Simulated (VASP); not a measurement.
Set up this calculation in VASP 6.6.1, as the native input.

| Property | Result |
| --- | --- |
| Task | single point |
| Functional | PBE |
| Potentials or basis | VASP PAW PBE potentials, release 64 (Ge_d, Pd) |
| Cutoff | 520 eV |
| k mesh | 12 × 12 × 4 |
| Occupations | gaussian, width 0.1 eV |
| Spin | no spin polarisation |
| Dipole correction | no |
| Further INCAR settings | ALGO = Normal; EDIFF = 1e-07; NBANDS = 56 |

The structure of Ge6Pd lies in POSCAR:

```
Ge6Pd
1.0
    4.1878607678      0.0000000000      0.0000000000
   -2.0939303839      3.6267938124      0.0000000000
    0.0000000000      0.0000000000     10.6078373953
Ge Pd
6 1
Direct
    0.3333333333      0.6666666667      0.0683796678
    0.3333333333      0.6666666667      0.3071527767
    0.0000000000      0.0000000000      0.3817182647
    0.0000000000      0.0000000000      0.6182817353
    0.6666666667      0.3333333333      0.9316203322
    0.6666666667      0.3333333333      0.6928472233
    0.0000000000      0.0000000000      0.0000000000
```

One way to write it, as run:

INCAR

```
SYSTEM = Ge6Pd
PREC     = Accurate       ! precision mode
ENCUT    = 520            ! plane-wave cutoff, eV
EDIFF    = 1E-7           ! SCF threshold, eV
ISMEAR   = 0              ! smearing method
SIGMA    = 0.1            ! smearing width, eV
LREAL    = .False.        ! projectors in reciprocal space
LASPH    = .True.         ! aspherical terms in the spheres
NELM     = 60             ! most SCF steps
ALGO     = Normal         ! electronic algorithm
ISIF     = 2              ! what is computed and relaxed
LWAVE    = .False.        ! write WAVECAR
LCHARG   = .True.         ! write CHGCAR
GGA      = PE             ! functional
LELF     = .True.         ! ELF
LVHAR    = .True.       
NBANDS   = 56             ! bands
```

KPOINTS

```
regular mesh
0
Gamma
  12 12 4
  0 0 0
```

Potentials or basis: VASP PAW PBE potentials, release 64 (Ge_d, Pd).

Launch:

```sh
$ cat potpaw_PBE.64/Ge_d/POTCAR potpaw_PBE.64/Pd/POTCAR > POTCAR
$ mpirun -np 1 vasp_std > vasp.out
```

It gave:

```
Pressure               : 0.0 GPa
Largest force          : 0.014 eV/Å
Band gap on the k mesh : zero (band 47 reaches 5.45 eV, above the bottom of band 48 at 4.58 eV)
```

Run time: 14 min on 1 thread of Oxide Virtual Turin-like Processor (shared host), peak memory 0.56 GiB.
